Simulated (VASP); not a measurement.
Write the native input for VASP 6.6.1 that does the following.

- Task: single point
- Functional: PBEsol
- Potentials or basis: VASP PAW PBE potentials, release 64 (C)
- Cutoff: 520 eV
- k mesh: 9 × 9 × 6
- Occupations: gaussian, width 0.01 eV
- Spin: no spin polarisation
- Dipole correction: no
- Further INCAR settings: ALGO = Normal; EDIFF = 1e-06; NBANDS = 16

The structure of C lies in POSCAR:

```
C
1.0
    2.4991218368      0.0000000000      0.0000000000
   -1.2495609184      2.1643029978      0.0000000000
    0.0000000000      0.0000000000      4.1189829197
C
4
Direct
    0.3333333333      0.6666666667     -0.0002610710
    0.6666666667      0.3333333333      0.4997389290
    0.3333333333      0.6666666667      0.3742610710
    0.6666666667      0.3333333333      0.8742610710
```

One way to write it, as run:

INCAR

```
PREC = Accurate ; ENCUT = 520
EDIFF = 1E-6 ; ISMEAR = 0
SIGMA = 0.01 ; LREAL = F
LASPH = T ; NELM = 80
ALGO = Normal ; ISIF = 2
LWAVE = F ; LCHARG = F
GGA = PS ; NBANDS = 16
```

KPOINTS

```
regular mesh
0
Gamma
  9 9 6
```

Potentials or basis: VASP PAW PBE potentials, release 64 (C).

Launch:

```sh
$ cat potpaw_PBE.64/C/POTCAR > POTCAR
$ mpirun -np 1 vasp_std > vasp.out
```

Results of the run:

```yaml
Pressure: 5.8 GPa
Band_gap_on_the_k_mesh: 3.03 eV, indirect (least direct gap 4.81 eV)
```

Caveat: the PAW data sets were made with another functional, which shifts forces and pressure a little.

Wall time 5.9 s on 1 thread of Intel(R) Xeon(R) 6975P-C (Granite Rapids) (shared host), peak memory 0.13 GiB.
